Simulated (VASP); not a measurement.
Runs of VASP 6.6.1 on NiO2. The structure is that of space group P-3m1 (No. 164), or close to it. The cells are those of the table. 

| cell | gap on the mesh (eV) | pressure (GPa) | moment (μB) | largest force (eV/Å) |
| --- | --- | --- | --- | --- |
| a = 2.761, b = 2.761, c = 4.556 Å, angles 90.0, 90.0, 120.0°, 3 atoms | 0.91 | 4.4 | 0.00 | 0.16 |
| a = 2.742, b = 2.742, c = 4.524 Å, angles 90.0, 90.0, 120.0°, 3 atoms | 0.93 | (b) | 0.00 | 0.48 |
| a = 2.799, b = 2.799, c = 4.618 Å, angles 90.0, 90.0, 120.0°, 3 atoms | (a) | -3.9 | 0.00 | 0.41 |
| a = 2.817, b = 2.817, c = 4.649 Å, angles 90.0, 90.0, 120.0°, 3 atoms | 0.84 | -7.3 | 0.00 | 0.66 |

Alike in all rows: task single point; level PBEsol; potentials or basis VASP PAW PBE potentials, release 64 (Ni, O); spin collinear, ferromagnetic start; k mesh 11 × 11 × 6; cutoff (eV) 520; smearing fermi-dirac 0.05 eV.

Task: Fill in the values left out.

Result: (a) 0.86; (b) 9.5.

Caveats: the PAW data sets were made with another functional, which shifts forces and pressure a little; an odd mesh through Γ misses points on the zone boundary, where band edges can lie; the cell stands under pressure (at least some runs); the cell stands under tension (at least some runs).
